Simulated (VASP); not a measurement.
Wanted: the native input for a VASP 6.6.1 run.

- Task: single point
- Functional: PBE-based global hybrid
- Potentials or basis: VASP PAW PBE potentials, release 64 (Mg, Se)
- Cutoff: 520 eV
- k mesh: 4 × 4 × 4
- Occupations: gaussian, width 0.05 eV
- Spin: no spin polarisation
- Dipole correction: no
- Grid for exact exchange (PRECFOCK): Normal
- Share of exact exchange: 0.4
- Further INCAR settings: ALGO = Normal; EDIFF = 1e-06; NBANDS = 11

The system is MgSe.

```xyz
2
Lattice="0.0000 2.7255 2.7255 2.7255 0.0000 2.7255 2.7255 2.7255 0.0000" Properties=species:S:1:pos:R:3 pbc="T T T"
Mg    0.0000    0.0000    0.0000
Se    2.7255    2.7255    2.7255
```

One way to write it, as run:

POSCAR

```
MgSe
1.0
    0.0000000000      2.7254991651      2.7254991651
    2.7254991651      0.0000000000      2.7254991651
    2.7254991651      2.7254991651      0.0000000000
Mg Se
1 1
Direct
    0.0000000000      0.0000000000      0.0000000000
    0.5000000000      0.5000000000      0.5000000000
```

INCAR.step1

```
PREC = Accurate
ENCUT = 520
EDIFF = 1E-5
ISMEAR = 0
SIGMA = 0.05
LREAL = False
LASPH = True
NELM = 120
ALGO = Normal
ISIF = 2
LWAVE = True
NBANDS = 11
GGA = PE
GGA_COMPAT = False
```

INCAR.step2

```
PREC = Accurate
ENCUT = 520
EDIFF = 1E-6
ISMEAR = 0
SIGMA = 0.05
LREAL = False
LASPH = True
NELM = 120
ALGO = Normal
ISIF = 2
LWAVE = False
LCHARG = True
GGA = PE
LHFCALC = True
AEXX = 0.4
PRECFOCK = Normal
LELF = True
LVHAR = True
NBANDS = 11
ISTART = 1
GGA_COMPAT = False
```

KPOINTS

```
Automatic mesh
0
Gamma
  4 4 4
```

Potentials or basis: VASP PAW PBE potentials, release 64 (Mg, Se).

The run is started by

```sh
$ cat potpaw_PBE.64/Mg/POTCAR potpaw_PBE.64/Se/POTCAR > POTCAR
$ cp INCAR.step1 INCAR
$ mpirun -np 1 vasp_std > vasp.out
$ cp INCAR.step2 INCAR
$ mpirun -np 1 vasp_std > vasp.out
```

It gave:

```
Pressure               : -0.5 GPa
Band gap on the k mesh : 4.40 eV, indirect (least direct gap 5.43 eV)
```

Caveat: the k points lie up to 0.50 Å⁻¹ apart; the PAW data sets were made with another functional, which shifts forces and pressure a little.

Run time: 64 s on 1 thread of Intel(R) Xeon(R) 6975P-C (Granite Rapids), with other jobs on the host, peak memory 0.18 GiB.
